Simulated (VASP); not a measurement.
# HgTe (F-43m) in VASP: further runs, part 2 of 2

VASP 6.6.1. Earlier steps stand in the parts before.

## Step 4: Single point, PBE

Input file INCAR:

```
SYSTEM = HgTe
PREC = Accurate
ENCUT = 500
EDIFF = 1E-6
ISMEAR = 0
SIGMA = 0.2
LREAL = .FALSE.
LASPH = .TRUE.
NELM = 120
ALGO = Normal
ISIF = 2
LWAVE = .FALSE.
LCHARG = .FALSE.
GGA = PE
NBANDS = 16
GGA_COMPAT = .FALSE.
```

Input file KPOINTS:

```
Automatic mesh
0
G
  4 4 4
  0 0 0
```

Input file POSCAR:

```
HgTe
1.0
    0.0000000000      3.2891972858      3.2891972858
    3.2891972858      0.0000000000      3.2891972858
    3.2891972858      3.2891972858      0.0000000000
Hg Te
1 1
Direct
    0.0000000000      0.0000000000      0.0000000000
    0.2500000000      0.2500000000      0.2500000000
```

Potentials or basis: VASP PAW PBE potentials, release 64 (Hg, Te).

Launch:

```console
$ cat potpaw_PBE.64/Hg/POTCAR potpaw_PBE.64/Te/POTCAR > POTCAR
$ mpirun -np 1 vasp_std > vasp.out
```

OUTCAR:

```text
SYSTEM = HgTe
   PREC = Accurate
   ENCUT = 500
   EDIFF = 1E-6
   ISMEAR = 0
   LREAL = .FALSE.
   LASPH = .TRUE.
   NELM = 120
   ISIF = 2
   GGA = PE

 ion  position               nearest neighbor table
   1  0.000  0.000  0.000-   2 2.85   2 2.85   2 2.85   2 2.85
   2  0.250  0.250  0.250-   1 2.85   1 2.85   1 2.85   1 2.85

  LATTYP: Found a face centered cubic cell.
 ALAT       =     6.5783945716

  Lattice vectors:

 A1 = (   0.0000000000,   3.2891972858,   3.2891972858)
 A2 = (   3.2891972858,   0.0000000000,   3.2891972858)
 A3 = (   3.2891972858,   3.2891972858,   0.0000000000)

Analysis of symmetry for initial positions (statically):
=====================================================================
 Subroutine PRICEL returns:
 Original cell was already a primitive cell.

 Routine SETGRP: Setting up the symmetry group for a
 face centered cubic supercell.

 Subroutine GETGRP returns: Found 24 space group operations
 (whereof 24 operations were pure point group operations)
 out of a pool of 48 trial point group operations.

The static configuration has the point symmetry T_d .

[... 141 lines left out ...]

  energy without entropy =       -3.55690597  energy(sigma->0) =       -3.55932334

 E-fermi :   2.6433     XC(G=0):  -8.4891

 val. band max:        2.5822751878   @ k =   0.0000   0.0000   0.0000
 cond. band min:       3.2746630247   @ k =   0.5000   0.0000   0.0000
 fundamental gap:      0.6923878370
 Fermi energy:         2.6432962780

 k-point     1 :       0.0000    0.0000    0.0000
  band No.  band energies     occupation
      1      -9.0353      2.00000
      2      -4.5012      2.00000
      3      -4.5012      2.00000
      4      -4.5012      2.00000
      5      -4.0369      2.00000
      6      -4.0369      2.00000
[... 129 lines left out ...]
      3      -4.2660      2.00000
      4      -4.0816      2.00000
      5      -4.0630      2.00000
      6      -3.4987      2.00000
[... 8 lines left out ...]
     15      13.4328      0.00000
     16      13.5622      0.00000

------------------------ aborting loop because EDIFF is reached ----------------------------------------

  FORCE on cell =-STRESS in cart. coord.  units (eV):
  Direction    XX          YY          ZZ          XY          YZ          ZX
  --------------------------------------------------------------------------------------
  -------------------------------------------------------------------------------------
  Total        0.7490534      0.7490534      0.7490534     -0.0000000      0.0000000     -0.0000000
  in kB       16.8625633     16.8625633     16.8625633     -0.0000000      0.0000000     -0.0000000
  external PRESSURE =      16.8625633 kB  Pullay stress =       0.0000000 kB

 VOLUME and BASIS-vectors are now :
 -----------------------------------------------------------------------------
  energy-cutoff  :      500.00
  volume of cell :       71.17
      direct lattice vectors                 reciprocal lattice vectors
     0.000000000  3.289197286  3.289197286    -0.152012773  0.152012773  0.152012773
     3.289197286  0.000000000  3.289197286     0.152012773 -0.152012773  0.152012773
     3.289197286  3.289197286  0.000000000     0.152012773  0.152012773 -0.152012773

 POSITION                                       TOTAL-FORCE (eV/Angst)
 -----------------------------------------------------------------------------------
      0.00000      0.00000      0.00000         0.000000     -0.000000      0.000000
      1.64460      1.64460      1.64460        -0.000000      0.000000     -0.000000
 -----------------------------------------------------------------------------------
    total drift:                                0.000000      0.000000     -0.000000

  FREE ENERGIE OF THE ION-ELECTRON SYSTEM (eV)
  ---------------------------------------------------
  free  energy   TOTEN  =        -3.5617407207 eV

  energy  without entropy=       -3.5569059664  energy(sigma->0) =       -3.55932334
```

OSZICAR:

```text
N       E                     dE             d eps       ncg     rms          rms(c)
DAV:   1     0.106706420533E+03    0.10671E+03   -0.79357E+03   256   0.952E+02
DAV:   2    -0.528559570553E-01   -0.10676E+03   -0.10007E+03   296   0.221E+02
DAV:   3    -0.374143289032E+01   -0.36886E+01   -0.36770E+01   328   0.444E+01
DAV:   4    -0.377697862036E+01   -0.35546E-01   -0.35544E-01   376   0.377E+00
DAV:   5    -0.377707665165E+01   -0.98031E-04   -0.98031E-04   328   0.197E-01    0.683E+00
DAV:   6    -0.356913563334E+01    0.20794E+00   -0.41155E-01   288   0.821E+00    0.545E+00
DAV:   7    -0.356196142466E+01    0.71742E-02   -0.97635E-02   296   0.207E+00    0.214E+00
DAV:   8    -0.356161457762E+01    0.34685E-03   -0.10074E-02   312   0.112E+00    0.470E-01
DAV:   9    -0.356168322907E+01   -0.68651E-04   -0.77208E-04   296   0.318E-01    0.107E-01
DAV:  10    -0.356172320318E+01   -0.39974E-04   -0.10073E-04   296   0.867E-02    0.442E-02
DAV:  11    -0.356174199038E+01   -0.18787E-04   -0.34551E-05   280   0.400E-02    0.271E-02
DAV:  12    -0.356174077293E+01    0.12175E-05   -0.38052E-06   312   0.134E-02    0.175E-02
DAV:  13    -0.356174072068E+01    0.52255E-07   -0.35877E-07   208   0.313E-03
   1 F= -.35617407E+01 E0= -.35593233E+01  d E =-.483475E-02
```

Wall time 25 s (1 thread of Intel Xeon 8259CL, shared host); peak memory 0.2 GiB.

What came out:

- Free energy: -3.5617 eV
- Pressure: 1.7 GPa
- Band gap on the k mesh: zero (filled and empty bands touch)

Levels at points of the mesh, in eV from the Fermi level:
```csv
k point,band 7,band 8,band 9,band 10,band 11,band 12
"(0.00, 0.00, 0.00)",-0.92,-0.06,-0.06,-0.06,4.24,4.24
"(0.50, 0.00, 0.00)",-5.23,-0.95,-0.95,0.63,5.00,5.00
"(0.50, 0.50, 0.00)",-5.23,-2.12,-2.12,1.84,2.55,7.98
```

Caveat: the k points lie up to 0.41 Å⁻¹ apart; semilocal functionals underestimate gaps, so a narrow gap can read as zero; spin-orbit coupling is left out, which moves the levels of the heavy elements.

## Step 5: Single point, PBE

Input file INCAR:

```
SYSTEM = HgTe
PREC = Accurate
ENCUT = 500
EDIFF = 1E-6
ISMEAR = -1
SIGMA = 0.02
LREAL = .False.
LASPH = .True.
NELM = 120
ALGO = Normal
ISIF = 2
LWAVE = .False.
LCHARG = .False.
GGA = PE
NBANDS = 16
GGA_COMPAT = .False.
```

Input file KPOINTS:

```
Automatic mesh
0
Gamma
  5 5 5
  0 0 0
```

POSCAR is that of step 4.

Potentials or basis: VASP PAW PBE potentials, release 64 (Hg, Te).

Launch:

```console
$ cat potpaw_PBE.64/Hg/POTCAR potpaw_PBE.64/Te/POTCAR > POTCAR
$ mpirun -np 1 vasp_std > vasp.out
```

OUTCAR:

```text
SYSTEM = HgTe
   PREC = Accurate
   ENCUT = 500
   EDIFF = 1E-6
   ISMEAR = -1
   LREAL = .False.
   LASPH = .True.
   NELM = 120
   ISIF = 2
   GGA = PE

 ion  position               nearest neighbor table
   1  0.000  0.000  0.000-   2 2.85   2 2.85   2 2.85   2 2.85
   2  0.250  0.250  0.250-   1 2.85   1 2.85   1 2.85   1 2.85

  LATTYP: Found a face centered cubic cell.
 ALAT       =     6.5783945716

  Lattice vectors:

 A1 = (   0.0000000000,   3.2891972858,   3.2891972858)
 A2 = (   3.2891972858,   0.0000000000,   3.2891972858)
 A3 = (   3.2891972858,   3.2891972858,   0.0000000000)

Analysis of symmetry for initial positions (statically):
=====================================================================
 Subroutine PRICEL returns:
 Original cell was already a primitive cell.

 Routine SETGRP: Setting up the symmetry group for a
 face centered cubic supercell.

 Subroutine GETGRP returns: Found 24 space group operations
 (whereof 24 operations were pure point group operations)
 out of a pool of 48 trial point group operations.

The static configuration has the point symmetry T_d .

Analysis of symmetry for dynamics (positions and initial velocities):
=====================================================================
 Subroutine PRICEL returns:
 Original cell was already a primitive cell.

 Routine SETGRP: Setting up the symmetry group for a
 face centered cubic supercell.

 Subroutine GETGRP returns: Found 24 space group operations
 (whereof 24 operations were pure point group operations)
 out of a pool of 48 trial point group operations.

The dynamic configuration has the point symmetry T_d .

 Subroutine INISYM returns: Found 24 space group operations
 (whereof 24 operations are pure point group operations),
 and found     1 'primitive' translations

----------------------------------------------------------------------------------------

                                     Primitive cell

  volume of cell :      71.1705

  direct lattice vectors                    reciprocal lattice vectors
     0.000000000  3.289197286  3.289197286    -0.152012773  0.152012773  0.152012773
     3.289197286  0.000000000  3.289197286     0.152012773 -0.152012773  0.152012773
     3.289197286  3.289197286  0.000000000     0.152012773  0.152012773 -0.152012773

  length of vectors
     4.651627411  4.651627411  4.651627411     0.263293846  0.263293846  0.263293846

  position of ions in fractional coordinates (direct lattice)
     0.000000000  0.000000000  0.000000000
     0.250000000  0.250000000  0.250000000

  ion indices of the primitive-cell ions
   primitive index   ion index
                 1           1
                 2           2

----------------------------------------------------------------------------------------

 KPOINTS: Automatic mesh

Automatic generation of k-mesh.
 Grid dimensions read from file:
 generate k-points for:    5    5    5

 Generating k-lattice:

  Cartesian coordinates                     Fractional coordinates (reciprocal lattice)
    -0.030402555  0.030402555  0.030402555     0.200000000  0.000000000  0.000000000
     0.030402555 -0.030402555  0.030402555     0.000000000  0.200000000  0.000000000
     0.030402555  0.030402555 -0.030402555     0.000000000  0.000000000  0.200000000

  Length of vectors
     0.052658769  0.052658769  0.052658769

  Shift w.r.t. Gamma in fractional coordinates (k-lattice)
     0.000000000  0.000000000  0.000000000

 Subroutine IBZKPT returns following result:
 ===========================================

 Found     10 irreducible k-points:

 Following reciprocal coordinates:
            Coordinates               Weight
  0.000000  0.000000  0.000000      1.000000
  0.200000  0.000000  0.000000      8.000000
  0.400000  0.000000  0.000000      8.000000
  0.200000  0.200000  0.000000      6.000000
  0.400000  0.200000  0.000000     24.000000
 -0.400000  0.200000  0.000000     24.000000
 -0.200000  0.200000  0.000000     12.000000
  0.400000  0.400000  0.000000      6.000000
 -0.400000  0.400000  0.000000     12.000000
 -0.400000  0.400000  0.200000     24.000000
   k-points           NKPTS =     10   k-points in BZ     NKDIM =     10   number of bands    NBANDS=     16
   number of dos      NEDOS =    301   number of ions     NIONS =      2
   total plane-waves  NPLWV =  46656
   dimension x,y,z NGX =    36 NGY =   36 NGZ =   36
   dimension x,y,z NGXF=    72 NGYF=   72 NGZF=   72
   ions per type =               1   1
   NGX,Y,Z   is equivalent  to a cutoff of  12.87, 12.87, 12.87 a.u.
   NGXF,Y,Z  is equivalent  to a cutoff of  25.73, 25.73, 25.73 a.u.
 SYSTEM =  HgTe
   PREC   = accura    normal or accurate (medium, high low for compatibility)
   ISTART =      0    job   : 0-new  1-cont  2-samecut
   ICHARG =      2    charge: 1-file 2-atom 10-const
   ISPIN  =      1    spin polarized calculation?
   LNONCOLLINEAR =      F non collinear calculations
   LSORBIT =      F    spin-orbit coupling
   LASPH  =      T    aspherical Exc in radial PAW
   ENCUT  =  500.0 eV  36.75 Ry    6.06 a.u.   8.48  8.48  8.48*2*pi/ulx,y,z
   NELM   =    120;   NELMIN=  2; NELMDL= -5     # of ELM steps
   EDIFF  = 0.1E-05   stopping-criterion for ELM
   LREAL  =      F    real-space projection
   EDIFFG = 0.1E-04   stopping-criterion for IOM
   NSW    =      0    number of steps for IOM
   IBRION =     -1    ionic relax: 0-MD 1-quasi-New 2-CG
   NFREE  =      0    steps in history (QN), initial steepest desc. (CG)
   ISIF   =      2    stress and relaxation
   ISYM   =      2    0-nonsym 1-usesym 2-fastsym
   POTIM  = 0.5000    time-step for ionic-motion
   TEBEG  =    0.0;   TEEND  =   0.0 temperature during run
   PSTRESS=    0.0 pullay stress
   NELECT =      18.0000    total number of electrons
   NUPDOWN=      -1.0000    fix difference up-down
   EMIN   =  10.00;   EMAX   =-10.00  energy-range for DOS
   EFERMI =   0.00;   METHOD = LEGACY
   ISMEAR =    -1;   SIGMA  =   0.02  broadening in eV -4-tet -1-fermi 0-gaus
   EFERMI_NEDOS =   21; number of points for ismear=-14 and -15
   IALGO  =     38    algorithm
   IMIX   =      4    mixing-type and parameters
     AMIX     =   0.40;   BMIX     =  1.00
     AMIX_MAG =   1.60;   BMIX_MAG =  1.00
  volume/ion in A,a.u.               =      35.59       240.14
  Fermi-wavevector in a.u.,A,eV,Ry     =   1.035299  1.956431 14.583320  1.071844
  Thomas-Fermi vector in A             =   2.169635
   LORBIT       =      0    0 simple, 1 ext, 2 COOP (PROOUT), +10 PAW based schemes
   GGA     = PE    functional components
   LHFCALC =     F    Hartree Fock is set to
   AEXX    =    0.0000 exact exchange contribution
   IVDW    =     0    specifies the selected vdW correction
   LEPSILON=     F    determine dielectric tensor
   LRPA    =     F    only Hartree local field effects (RPA)
 non-spin polarized calculation
  energy-cutoff  :      500.00
  volume of cell :       71.17
 maximum number of plane-waves:      1832
 NGX is ok and might be reduce to    36
   NGX = 17   NGY = 17   NGZ = 17

 number of electron      18.0000001 magnetization

 Free energy of the ion-electron system (eV)
  ---------------------------------------------------
  ext. energy  EPLUGINS =         0.00000000
  ---------------------------------------------------
  free energy    TOTEN  =        -3.61315971 eV

  energy without entropy =       -3.61254865  energy(sigma->0) =       -3.61285418

 E-fermi :   2.5799     XC(G=0):  -8.4987

 val. band max:        2.5660806083   @ k =   0.0000   0.0000   0.0000
 cond. band min:       3.3011067078   @ k =   0.4000   0.0000   0.0000
 fundamental gap:      0.7350260995
 Fermi energy:         2.5799435260

 k-point     1 :       0.0000    0.0000    0.0000
  band No.  band energies     occupation
      1      -9.0549      2.00000
      2      -4.5035      2.00000
      3      -4.5035      2.00000
      4      -4.5035      2.00000
      5      -4.0368      2.00000
      6      -4.0368      2.00000
[... 8 lines left out ...]
     15      12.0378      0.00000
     16      12.0378      0.00000
[... 153 lines left out ...]
 k-point    10 :      -0.4000    0.4000    0.2000
  band No.  band energies     occupation
      1      -8.4154      2.00000
      2      -4.3134      2.00000
      3      -4.2975      2.00000
      4      -4.1164      2.00000
      5      -4.0272      2.00000
      6      -3.6769      2.00000
[... 8 lines left out ...]
     15      12.5168      0.00000
     16      14.0678      0.00000

------------------------ aborting loop because EDIFF is reached ----------------------------------------

  FORCE on cell =-STRESS in cart. coord.  units (eV):
  Direction    XX          YY          ZZ          XY          YZ          ZX
  --------------------------------------------------------------------------------------
  -------------------------------------------------------------------------------------
  Total        0.6325441      0.6325441      0.6325441     -0.0000000      0.0000000      0.0000000
  in kB       14.2397250     14.2397250     14.2397250     -0.0000000      0.0000000      0.0000000
  external PRESSURE =      14.2397250 kB  Pullay stress =       0.0000000 kB

 VOLUME and BASIS-vectors are now :
 -----------------------------------------------------------------------------
  energy-cutoff  :      500.00
  volume of cell :       71.17
      direct lattice vectors                 reciprocal lattice vectors
     0.000000000  3.289197286  3.289197286    -0.152012773  0.152012773  0.152012773
     3.289197286  0.000000000  3.289197286     0.152012773 -0.152012773  0.152012773
     3.289197286  3.289197286  0.000000000     0.152012773  0.152012773 -0.152012773

 POSITION                                       TOTAL-FORCE (eV/Angst)
 -----------------------------------------------------------------------------------
      0.00000      0.00000      0.00000        -0.000000     -0.000000     -0.000000
      1.64460      1.64460      1.64460         0.000000      0.000000      0.000000
 -----------------------------------------------------------------------------------
    total drift:                                0.000000      0.000000     -0.000000

  FREE ENERGIE OF THE ION-ELECTRON SYSTEM (eV)
  ---------------------------------------------------
  free  energy   TOTEN  =        -3.6131597058 eV

  energy  without entropy=       -3.6125486509  energy(sigma->0) =       -3.61285418
```

OSZICAR:

```text
N       E                     dE             d eps       ncg     rms          rms(c)
DAV:   1     0.105692214048E+03    0.10569E+03   -0.76475E+03   320   0.927E+02
DAV:   2    -0.545664021479E-01   -0.10575E+03   -0.99432E+02   384   0.227E+02
DAV:   3    -0.378510168927E+01   -0.37305E+01   -0.37202E+01   376   0.444E+01
DAV:   4    -0.382199788620E+01   -0.36896E-01   -0.36894E-01   480   0.391E+00
DAV:   5    -0.382208601058E+01   -0.88124E-04   -0.88124E-04   416   0.187E-01    0.682E+00
DAV:   6    -0.362036989403E+01    0.20172E+00   -0.39532E-01   368   0.818E+00    0.546E+00
DAV:   7    -0.361354048321E+01    0.68294E-02   -0.92522E-02   376   0.203E+00    0.212E+00
DAV:   8    -0.361307525407E+01    0.46523E-03   -0.96087E-03   360   0.110E+00    0.472E-01
DAV:   9    -0.361311224196E+01   -0.36988E-04   -0.73073E-04   408   0.309E-01    0.107E-01
DAV:  10    -0.361314537083E+01   -0.33129E-04   -0.91671E-05   368   0.822E-02    0.462E-02
DAV:  11    -0.361316113591E+01   -0.15765E-04   -0.31760E-05   376   0.395E-02    0.277E-02
DAV:  12    -0.361315975153E+01    0.13844E-05   -0.36324E-06   336   0.135E-02    0.172E-02
DAV:  13    -0.361315970581E+01    0.45721E-07   -0.40967E-07   272   0.328E-03
   1 F= -.36131597E+01 E0= -.36128542E+01  d E =-.611055E-03
```

stdout:

```text
POSCAR found type information on POSCAR HgTe
 POSCAR found :  2 types and       2 ions
 scaLAPACK will be used
 LDA part: xc-table for (Slater+PW92), standard interpolation
 POSCAR, INCAR and KPOINTS ok, starting setup
 FFT: planning ... GRIDC
 FFT: planning ... GRID_SOFT
 FFT: planning ... GRID
 WAVECAR not read
 entering main loop
```

Wall time 29 s (1 thread of Intel Xeon 8259CL, shared host); peak memory 0.2 GiB.

Results:

```
Free energy            : -3.6132 eV
Pressure               : 1.4 GPa
Band gap on the k mesh : zero (filled and empty bands touch)
```

Levels at points of the mesh, in eV from the Fermi level:
| k point | band 6 | band 7 | band 8 | band 9 | band 10 | band 11 | band 12 | band 13 |
| --- | --- | --- | --- | --- | --- | --- | --- | --- |
| (0.00, 0.00, 0.00) | -6.62 | -0.87 | -0.01 | -0.01 | -0.01 | 4.30 | 4.30 | 4.30 |

Caveat: semilocal functionals underestimate gaps, so a narrow gap can read as zero; spin-orbit coupling is left out, which moves the levels of the heavy elements.

## Step 6: Summary

| k mesh | smearing | gap on the mesh (eV) | pressure (GPa) |
| --- | --- | --- | --- |
| 4 × 4 × 4 | fermi-dirac 0.5 eV | none | 2.5 |
| 4 × 4 × 4 | fermi-dirac 0.001 eV | none | 1.7 |
| 4 × 4 × 4 | gaussian 0.2 eV | none | 1.7 |
| 5 × 5 × 5 | fermi-dirac 0.02 eV | none | 1.4 |

Alike in all rows: task single point; level PBE; potentials or basis VASP PAW PBE potentials, release 64 (Hg, Te); no spin polarisation; cell as given; cutoff (eV) 500.

Caveats: some runs use coarse meshes; semilocal functionals underestimate gaps, so a narrow gap can read as zero; spin-orbit coupling is left out, which moves the levels of the heavy elements; so wide a smearing shifts energies and pressures (at least some runs).

Absolute energies hang on the potentials; compare differences alone.
